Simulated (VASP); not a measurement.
Here is a VASP 6.6.1 calculation.

The input INCAR:

```
PREC     = Accurate       # precision mode
ENCUT    = 600            # plane-wave cutoff, eV
EDIFF    = 1E-7           # SCF threshold, eV
ISMEAR   = -1             # smearing method
SIGMA    = 0.05           # smearing width, eV
LREAL    = False          # projectors in reciprocal space
LASPH    = True           # aspherical terms in the spheres
NELM     = 80             # most SCF steps
ALGO     = Fast           # electronic algorithm
ISIF     = 3              # what is computed and relaxed
LWAVE    = False          # write WAVECAR
LCHARG   = False          # write CHGCAR
GGA      = CA             # functional
IBRION   = 2              # ionic algorithm
NSW      = 60             # ionic steps
EDIFFG   = -0.01          # ionic threshold
```

KPOINTS

```
Automatic mesh
0
Gamma
  11 11 11
```

The input POSCAR:

```
Ta
1.0
   -1.6512800000      1.6512800000      1.6512800000
    1.6512800000     -1.6512800000      1.6512800000
    1.6512800000      1.6512800000     -1.6512800000
Ta
1
Direct
    0.0000000000      0.0000000000      0.0000000000
```

Potentials or basis: VASP PAW LDA potentials, release 64 (Ta_pv).

Run with:

```console
$ cat potpaw_LDA.64/Ta_pv/POTCAR > POTCAR
$ mpirun -np 1 vasp_std > vasp.out
```

Problem. Estimate the relaxed volume.

Solution. 17.29 Å³/atom.

Problem. Predict the space group after relaxing (to 0.05 Å).

Solution. Im-3m (No. 229).

Step by step:
| step | energy change (eV) | largest force (eV/Å) | pressure (GPa) | volume (Å³) |
| --- | --- | --- | --- | --- |
| 1 | 0.0000 | 0.0000 | -8.63 | 18.01 |
| 2 | 0.1178 | 0.0000 | 28.56 | 15.60 |
| 3 | -0.0203 | 0.0000 | -0.38 | 17.31 |
| 4 | -0.0203 | 0.0000 | -0.04 | 17.29 |

 Zero-point motion and thermal expansion aren't in these numbers.
